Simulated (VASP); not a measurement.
Set up this calculation in VASP 6.6.1, as the native input.

- Task: relaxation of cell and atoms
- Functional: PBE
- Potentials or basis: VASP PAW PBE potentials, release 64 (Pt, Cl)
- Cutoff: 500 eV
- k mesh: 5 × 5 × 5
- Occupations: gaussian, width 0.2144 eV
- Spin: no spin polarisation
- Dipole correction: no
- Further INCAR settings: ALGO = Normal; EDIFF = 1e-07; IBRION = 2; EDIFFG = -0.01; NSW = 60; ISIF = 3

The structure of PtCl lies in POSCAR:

```
PtCl
1.0
    0.0000000000      2.9942320000      2.9942320000
    2.9942320000      0.0000000000      2.9942320000
    2.9942320000      2.9942320000      0.0000000000
Pt Cl
1 1
Direct
    0.0000000000      0.0000000000      0.0000000000
    0.5000000000      0.5000000000      0.5000000000
```

These files were run (other wordings do the same):

INCAR

```
SYSTEM = PtCl
  PREC = Accurate
  ENCUT = 500
  EDIFF = 1E-7
  ISMEAR = 0
  SIGMA = 0.2144
  LREAL = .FALSE.
  LASPH = .TRUE.
  NELM = 120
  ALGO = Normal
  ISIF = 3
  LWAVE = .FALSE.
  LCHARG = .FALSE.
  GGA = PE
  IBRION = 2
  NSW = 60
  EDIFFG = -0.01
  GGA_COMPAT = .FALSE.
  NELMIN = 4
```

KPOINTS

```
regular mesh
0
G
  5 5 5
  0 0 0
```

Potentials or basis: VASP PAW PBE potentials, release 64 (Pt, Cl).

Run with:

```console
$ cat potpaw_PBE.64/Pt/POTCAR potpaw_PBE.64/Cl/POTCAR > POTCAR
$ mpirun -np 1 vasp_std > vasp.out
```

It gave:

```
Relaxed volume                         : 18.16 Å³/atom
Relaxed cell                           : a = 3.717 Å, b = 3.717 Å, c = 3.717 Å, α = 60.00°, β = 60.00°, γ = 60.00°
Space group after relaxing (to 0.05 Å) : Fm-3m (No. 225)
Energy gained by relaxing              : 494.5 meV/atom
Ionic steps                            : 6
Pressure after relaxing                : 0.0 GPa
```

Caveat: the k points lie up to 0.41 Å⁻¹ apart in the final cell; the volume moved by over 15 % at a fixed basis, so the end points are rough; an odd number of electrons without spin polarisation forces a metal; a magnetic or distorted state may lie lower.

It took 47 s on 1 thread of Intel(R) Xeon(R) Platinum 8375C CPU @ 2.90GHz (Ice Lake), with other jobs on the host, peak memory 0.18 GiB.
